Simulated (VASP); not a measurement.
# KPt (P-6m2) in VASP: single point with PBEsol+D3(BJ)

Aim: the single point of KPt with PBEsol+D3(BJ).

All numbers are computed with VASP 6.6.1; they aren't measurements. Logs are shortened: lines on timing, memory, paths and dates and some standing lists are left out, and cuts for length are marked.

## 1. The cell of the first run

Symmetry: P-6m2, No. 187, hexagonal system. Conventional cell: a = 3.001 Å, b = 3.001 Å, c = 5.346 Å, α = 90.00°, β = 90.00°, γ = 120.00°. K (site symmetry -6m2) has 6 K at 3.00 Å and 6 Pt at 3.19 Å within 4.0 Å. Pt (site symmetry -6m2) has 6 Pt at 3.00 Å and 6 K at 3.19 Å within 4.0 Å.

## 2. Single point, PBEsol+D3(BJ)

Input file POSCAR:

```
KPt
1.0
    3.0008472800      0.0000000000      0.0000000000
   -1.5004236400      2.5988099774      0.0000000000
    0.0000000000      0.0000000000      5.3455780000
K Pt
1 1
Direct
    0.0000000000      0.0000000000      0.5000000000
    0.6666666667      0.3333333333      0.0000000000
```

Input file INCAR.step1:

```
SYSTEM = KPt
PREC = Accurate ; ENCUT = 400
EDIFF = 1E-6 ; ISMEAR = -1
SIGMA = 0.05 ; LREAL = .FALSE.
LASPH = .TRUE. ; NELM = 120
ALGO = Normal ; ISIF = 2
LWAVE = .FALSE. ; LCHARG = .TRUE.
LMAXMIX = 4 ; GGA = PS
IVDW = 12 ; NBANDS = 16
GGA_COMPAT = .FALSE. ; NEDOS = 2001
LORBIT = 11
```

Input file KPOINTS.step1:

```
regular mesh
0
G
  9 9 5
  0 0 0
```

Input file INCAR.step2:

```
SYSTEM = KPt
PREC = Accurate ; ENCUT = 400
EDIFF = 1E-6 ; ISMEAR = -5
SIGMA = 0.05 ; LREAL = .FALSE.
LASPH = .TRUE. ; NELM = 120
ALGO = Normal ; ISIF = 2
LWAVE = .FALSE. ; LCHARG = .FALSE.
LMAXMIX = 4 ; GGA = PS
IVDW = 12 ; LORBIT = 10
NBANDS = 16 ; NEDOS = 2001
ICHARG = 11 ; GGA_COMPAT = .FALSE.
```

Input file KPOINTS.step2:

```
regular mesh
0
G
  14 14 8
  0 0 0
```

Potentials or basis: VASP PAW PBE potentials, release 64 (K_sv, Pt).

The run is started by

```sh
> cat potpaw_PBE.64/K_sv/POTCAR potpaw_PBE.64/Pt/POTCAR > POTCAR
> cp INCAR.step1 INCAR
> cp KPOINTS.step1 KPOINTS
> mpirun -np 1 vasp_std > vasp.out
> cp INCAR.step2 INCAR
> cp KPOINTS.step2 KPOINTS
> mpirun -np 1 vasp_std > vasp.out
```

OUTCAR:

```text
SYSTEM = KPt
   PREC = Accurate
   ENCUT = 400
   EDIFF = 1E-6
   ISMEAR = -5
   LREAL = .FALSE.
   LASPH = .TRUE.
   NELM = 120
   ISIF = 2
   GGA = PS
   IVDW = 12
   LORBIT = 10
   ICHARG = 11
 IVDW          = 12

 ion  position               nearest neighbor table
   1  0.000  0.000  0.500-   2 3.19   2 3.19   2 3.19   2 3.19   2 3.19   2 3.19
   2  0.667  0.333  0.000-   1 3.19   1 3.19   1 3.19   1 3.19   1 3.19   1 3.19

  LATTYP: Found a hexagonal cell.
 ALAT       =     3.0008472800
 C/A-ratio  =     1.7813562308

  Lattice vectors:

 A1 = (   3.0008472800,   0.0000000000,   0.0000000000)
 A2 = (  -1.5004236400,   2.5988099774,   0.0000000000)
 A3 = (   0.0000000000,   0.0000000000,   5.3455780000)

Analysis of symmetry for initial positions (statically):
=====================================================================
 Subroutine PRICEL returns:
 Original cell was already a primitive cell.

 Routine SETGRP: Setting up the symmetry group for a
 hexagonal supercell.

 Subroutine GETGRP returns: Found 12 space group operations
 (whereof 12 operations were pure point group operations)
 out of a pool of 24 trial point group operations.

The static configuration has the point symmetry D_3h.

Analysis of symmetry for dynamics (positions and initial velocities):
=====================================================================
 Subroutine PRICEL returns:
 Original cell was already a primitive cell.

 Routine SETGRP: Setting up the symmetry group for a
 hexagonal supercell.

 Subroutine GETGRP returns: Found 12 space group operations
 (whereof 12 operations were pure point group operations)
 out of a pool of 24 trial point group operations.

The dynamic configuration has the point symmetry D_3h.

 Subroutine INISYM returns: Found 12 space group operations
 (whereof 12 operations are pure point group operations),
 and found     1 'primitive' translations

----------------------------------------------------------------------------------------

                                     Primitive cell

  volume of cell :      41.6882

  direct lattice vectors                    reciprocal lattice vectors
     3.000847280  0.000000000  0.000000000     0.333239218  0.192395752  0.000000000
    -1.500423640  2.598809977  0.000000000     0.000000000  0.384791504  0.000000000
[... 93 lines left out ...]
   ISIF   =      2    stress and relaxation
   ISYM   =      2    0-nonsym 1-usesym 2-fastsym
   POTIM  = 0.5000    time-step for ionic-motion
   TEBEG  =    0.0;   TEEND  =   0.0 temperature during run
   PSTRESS=    0.0 pullay stress
   NELECT =      19.0000    total number of electrons
   NUPDOWN=      -1.0000    fix difference up-down
   EMIN   =  10.00;   EMAX   =-10.00  energy-range for DOS
   EFERMI =   0.00;   METHOD = LEGACY
   ISMEAR =    -5;   SIGMA  =   0.05  broadening in eV -4-tet -1-fermi 0-gaus
   EFERMI_NEDOS =   21; number of points for ismear=-14 and -15
   IALGO  =     38    algorithm
   IMIX   =      4    mixing-type and parameters
     AMIX     =   0.40;   BMIX     =  1.00
     AMIX_MAG =   1.60;   BMIX_MAG =  1.00
  volume/ion in A,a.u.               =      20.84       140.66
  Fermi-wavevector in a.u.,A,eV,Ry     =   1.259858  2.380787 21.595748  1.587243
  Thomas-Fermi vector in A             =   2.393397
   LORBIT       =     10    0 simple, 1 ext, 2 COOP (PROOUT), +10 PAW based schemes
   GGA     = PS    functional components
   LHFCALC =     F    Hartree Fock is set to
   AEXX    =    0.0000 exact exchange contribution
   IVDW    =    12    specifies the selected vdW correction
   LEPSILON=     F    determine dielectric tensor
   LRPA    =     F    only Hartree local field effects (RPA)
 non-spin polarized calculation
 Fermi weights with tetrahedron method with Bloechl corrections
  energy-cutoff  :      400.00
  volume of cell :       41.69
 maximum number of plane-waves:       777
 NGX is ok and might be reduce to    20

 number of electron      19.0000002 magnetization

 Free energy of the ion-electron system (eV)
  ---------------------------------------------------
  ext. energy  EPLUGINS =         0.00000000
  ---------------------------------------------------
  free energy    TOTEN  =        -7.46017595 eV

  energy without entropy =       -7.46017595  energy(sigma->0) =       -7.46017595

 E-fermi :   5.2403     XC(G=0): -10.8034

 val. band max:        5.3368137212   @ k =   0.5000   0.0000   0.0000
 cond. band min:       5.1800848453   @ k =   0.4286   0.0000   0.2500
 fundamental gap:     -0.1567288759
 Fermi energy:         5.2403488695

 k-point     1 :       0.0000    0.0000    0.0000
  band No.  band energies     occupation
      1     -26.7584      2.00000
      2     -10.1056      2.00000
      3      -9.1638      2.00000
      4      -9.1638      2.00000
      5      -1.1870      2.00000
      6       1.9746      2.00000
[... 433 lines left out ...]
      3     -10.5898      2.00000
      4      -9.5472      2.00000
      5       2.3490      2.00000
      6       2.3655      2.00000
[... 8 lines left out ...]
     15      11.7075      0.00000
     16      12.6207      0.00000

 [... further k-points ...]

------------------------ aborting loop because EDIFF is reached ----------------------------------------

 Edisp (eV)   -0.96469

 E8    (eV) :    -0.6911

  FORCE on cell =-STRESS in cart. coord.  units (eV):
  Direction    XX          YY          ZZ          XY          YZ          ZX
  --------------------------------------------------------------------------------------
  -------------------------------------------------------------------------------------
  Total      -2.07948    -2.07948    -1.25946     0.00000     0.00000     0.00000
  in kB     -79.91939   -79.91939   -48.40404     0.00000     0.00000     0.00000
  external pressure =      -69.41 kB  Pullay stress =        0.00 kB

 VOLUME and BASIS-vectors are now :
 -----------------------------------------------------------------------------
  energy-cutoff  :      400.00
  volume of cell :       41.69
      direct lattice vectors                 reciprocal lattice vectors
     3.000847280  0.000000000  0.000000000     0.333239218  0.192395752  0.000000000
    -1.500423640  2.598809977  0.000000000     0.000000000  0.384791504  0.000000000
     0.000000000  0.000000000  5.345578000     0.000000000  0.000000000  0.187070509

 POSITION                                       TOTAL-FORCE (eV/Angst)
 -----------------------------------------------------------------------------------
      0.00000      0.00000      2.67279         0.000000     -0.000000      0.000000
      1.50042      0.86627      0.00000        -0.000000      0.000000      0.000000
 -----------------------------------------------------------------------------------
    total drift:                               -0.000573      0.000331     -0.000000

  FREE ENERGIE OF THE ION-ELECTRON SYSTEM (eV)
  ---------------------------------------------------
  free  energy   TOTEN  =        -8.4248657867 eV

  energy  without entropy=       -8.4248657867  energy(sigma->0) =       -8.42486579

 total charge

# of ion       s       p       d       tot
------------------------------------------
    1        1.982   5.558   0.085   7.625
    2        0.650   0.286   8.083   9.019
--------------------------------------------------
tot          2.632   5.844   8.168  16.644
```

OUTCAR.step1:

```text
SYSTEM = KPt
   PREC = Accurate
   ENCUT = 400
   EDIFF = 1E-6
   ISMEAR = -1
   LREAL = .FALSE.
   LASPH = .TRUE.
   NELM = 120
   ISIF = 2
   GGA = PS
   IVDW = 12
   LORBIT = 11
[... 683 lines left out ...]
    total drift:                               -0.000000      0.000000      0.000000

  FREE ENERGIE OF THE ION-ELECTRON SYSTEM (eV)
  ---------------------------------------------------
  free  energy   TOTEN  =        -8.4288768722 eV

  energy  without entropy=       -8.4211471226  energy(sigma->0) =       -8.42501200

 total charge

# of ion       s       p       d       tot
------------------------------------------
    1        1.986   5.559   0.086   7.630
    2        0.646   0.284   8.076   9.007
--------------------------------------------------
tot          2.632   5.843   8.162  16.637
```

OSZICAR.step1:

```text
N       E                     dE             d eps       ncg     rms          rms(c)
DAV:   1     0.919016358149E+02    0.91902E+02   -0.79331E+03  1152   0.887E+02
DAV:   2    -0.429026548662E+01   -0.96192E+02   -0.91692E+02  1504   0.255E+02
DAV:   3    -0.790538935724E+01   -0.36151E+01   -0.35987E+01  1888   0.384E+01
DAV:   4    -0.793682975875E+01   -0.31440E-01   -0.31434E-01  1392   0.322E+00
DAV:   5    -0.793793178721E+01   -0.11020E-02   -0.11020E-02  1672   0.385E-01    0.940E+00
DAV:   6    -0.757420719953E+01    0.36372E+00   -0.14811E+00  1152   0.709E+00    0.418E+00
DAV:   7    -0.748843569680E+01    0.85772E-01   -0.18220E-01  1368   0.277E+00    0.373E+00
DAV:   8    -0.746495163217E+01    0.23484E-01   -0.91118E-02  1472   0.201E+00    0.956E-01
DAV:   9    -0.746431214953E+01    0.63948E-03   -0.53197E-03  1408   0.679E-01    0.155E-01
DAV:  10    -0.746417918441E+01    0.13297E-03   -0.41992E-04  1496   0.141E-01    0.586E-02
DAV:  11    -0.746418727867E+01   -0.80943E-05   -0.61830E-05  1544   0.637E-02    0.126E-02
DAV:  12    -0.746418703694E+01    0.24173E-06   -0.20291E-06  1144   0.117E-02
   1 F= -.84288769E+01 E0= -.84250120E+01  d E =-.772975E-02
```

It took 57 s on 1 thread of AMD EPYC 7R43 (Zen 3), shared host; peak memory 0.14 GiB.

Results:

| Item | Value |
| --- | --- |
| Valence electrons inside the program's atomic spheres | K 7.62; Pt 9.02 |
| Dispersion energy per atom | -0.482 eV |

Caveat: three body term missing; the PAW data sets were made with another functional, which shifts forces and pressure a little; spin-orbit coupling is left out, which moves the levels of the heavy elements.
